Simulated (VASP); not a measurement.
Here is a VASP 6.6.1 calculation.

The input INCAR:

```
SYSTEM = VO2
PREC = Accurate
ENCUT = 520
EDIFF = 1E-8
ISMEAR = -1
SIGMA = 0.08
LREAL = .False.
LASPH = .True.
NELM = 200
ALGO = Normal
ISIF = 2
LWAVE = .False.
LCHARG = .False.
ISPIN = 2
MAGMOM = 1.5 1.5 0 0 0 0
LORBIT = 11
LMAXMIX = 4
GGA = PE
LEFG = .True.
NBANDS = 38
GGA_COMPAT = .False.
```

File KPOINTS:

```
regular mesh
0
Gamma
  7 7 11
  0 0 0
```

File POSCAR:

```
VO2
1.0
    4.5546000000      0.0000000000      0.0000000000
    0.0000000000      4.5546000000      0.0000000000
    0.0000000000      0.0000000000      2.8528000000
V O
2 4
Direct
    0.0000000000      0.0000000000      0.0000000000
    0.5000000000      0.5000000000      0.5000000000
    0.3001000000      0.3001000000      0.0000000000
    0.1999000000      0.8001000000      0.5000000000
    0.6999000000      0.6999000000      0.0000000000
    0.8001000000      0.1999000000      0.5000000000
```

Potentials or basis: VASP PAW PBE potentials, release 64 (V_sv, O).

The run is started by

```sh
$ cat potpaw_PBE.64/V_sv/POTCAR potpaw_PBE.64/O/POTCAR > POTCAR
$ mpirun -np 1 vasp_std > vasp.out
```

Q: What does it give for the largest force?

A: 0.033 eV/Å.

Q: What does it give for the pressure?

A: 2.7 GPa.

Q: Predict the net moment.

A: 1.99 μB per cell.

Q: Estimate the band gap on the k mesh.

A: Zero (filled and empty bands overlap).

Electric field gradients, principal values (V/Å²):
```csv
atom,least,middle,greatest (by size)
1 V,1.942,4.421,-6.363
2 V,1.942,4.421,-6.363
3 O,0.952,26.101,-27.052
4 O,0.952,26.101,-27.052
5 O,0.952,26.101,-27.052
6 O,0.952,26.101,-27.052
```

Caveat: without QUAD_EFG the Cq values of the log hold for a quadrupole moment of 1 mb, not for the nuclei; semilocal functionals often make such compounds metallic where correlation or magnetic order opens a gap, which also shifts bond lengths. With open d or f shells a metallic result of PBE can be an artefact of self-interaction; +U or a hybrid may open a gap.
